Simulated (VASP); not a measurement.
Set up this calculation in VASP 6.6.1, as the native input.

| Property | Result |
| --- | --- |
| Task | single point |
| Functional | PBE |
| Potentials or basis | VASP PAW PBE potentials, release 64 (Mg, I) |
| Cutoff | 520 eV |
| k mesh | 12 × 12 × 4 |
| Occupations | fermi-dirac, width 0.02 eV |
| Spin | no spin polarisation |
| Dipole correction | no |
| Further INCAR settings | ALGO = Normal; EDIFF = 1e-06; NBANDS = 15 |

The structure of MgI2 lies in POSCAR:

```
MgI2
1.0
    4.1572130815      0.0519651635      0.0000000000
   -2.0336033890      3.5742695557      0.0000000000
    0.0000000000      0.0000000000      6.8733251562
Mg I
1 2
Direct
    0.0000000000      0.0000000000      0.0000000000
    0.3333333333      0.6666666667      0.2426220995
    0.6666666667      0.3333333333      0.7573779005
```

This cell differs from its parent crystal: shear xy strain +2.5%.

The input as run:

INCAR

```
SYSTEM = MgI2
PREC = Accurate
ENCUT = 520
EDIFF = 1E-6
ISMEAR = -1
SIGMA = 0.02
LREAL = .FALSE.
LASPH = .TRUE.
NELM = 100
ALGO = Normal
ISIF = 2
LWAVE = .FALSE.
LCHARG = .FALSE.
GGA = PE
NBANDS = 15
```

KPOINTS

```
regular mesh
0
G
  12 12 4
  0 0 0
```

Potentials or basis: VASP PAW PBE potentials, release 64 (Mg, I).

Launch:

```bash
$ cat potpaw_PBE.64/Mg/POTCAR potpaw_PBE.64/I/POTCAR > POTCAR
$ mpirun -np 1 vasp_std > vasp.out
```

Results of the run:

The pressure is 1.1 GPa and the largest force is 0.007 eV/Å. The band gap on the k mesh is 3.43 eV (least direct gap 3.66 eV).

Caveat: the cell differs from its parent crystal (shear xy strain +2.5%); spin-orbit coupling is left out, which moves the levels of the heavy elements.

Wall time 4.7 min on 1 thread of Intel(R) Xeon(R) Platinum 8488C (Sapphire Rapids), with other jobs on the host, peak memory 0.57 GiB.
